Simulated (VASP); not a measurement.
Write the native input for VASP 6.6.1 that does the following.

* Task: single point
* Functional: LDA
* Potentials or basis: VASP PAW LDA potentials, release 64 (B, N)
* Cutoff: 520 eV
* k mesh: 12 × 12 × 4
* Occupations: gaussian, width 0.05 eV
* Spin: no spin polarisation
* Dipole correction: no
* Further INCAR settings: ALGO = Normal; EDIFF = 1e-07; NBANDS = 16

The structure of BN lies in POSCAR:

```
BN
1.0
    2.3693566641      0.0000000000      0.0000000000
   -1.1846783320      2.0519230617      0.0000000000
    0.0000000000      0.0000000000      6.6486517351
B N
2 2
Direct
    0.3333333333      0.6666666667      0.2500000000
    0.6666666667      0.3333333333      0.7500000000
    0.3333333333      0.6666666667      0.7500000000
    0.6666666667      0.3333333333      0.2500000000
```

This cell differs from its parent crystal: volume 8.081 Å^3 an atom, c/a of the conventional cell 2.8061.

One way to write it, as run:

INCAR

```
ALGO     = Normal         # electronic algorithm
EDIFF    = 1E-7           # SCF threshold, eV
ENCUT    = 520            # plane-wave cutoff, eV
GGA      = CA             # functional
ISIF     = 2              # what is computed and relaxed
ISMEAR   = 0              # smearing method
LASPH    = True           # aspherical terms in the spheres
LCHARG   = False          # write CHGCAR
LREAL    = False          # projectors in reciprocal space
LWAVE    = False          # write WAVECAR
NBANDS   = 16             # bands
NELM     = 100            # most SCF steps
PREC     = Accurate       # precision mode
SIGMA    = 0.05           # smearing width, eV
```

KPOINTS

```
k-points
0
Gamma
  12 12 4
```

Potentials or basis: VASP PAW LDA potentials, release 64 (B, N).

Run with:

```sh
$ cat potpaw_LDA.64/B/POTCAR potpaw_LDA.64/N/POTCAR > POTCAR
$ mpirun -np 1 vasp_std > vasp.out
```

It gave:

```json
{"Pressure": "45.3 GPa", "Band gap on the k mesh": "4.31 eV, indirect (least direct gap 4.90 eV)"}
```

It took 15 s on 1 thread of AMD EPYC 9R45 96-Core Processor (Zen 5), with other jobs on the host, peak memory 0.11 GiB.
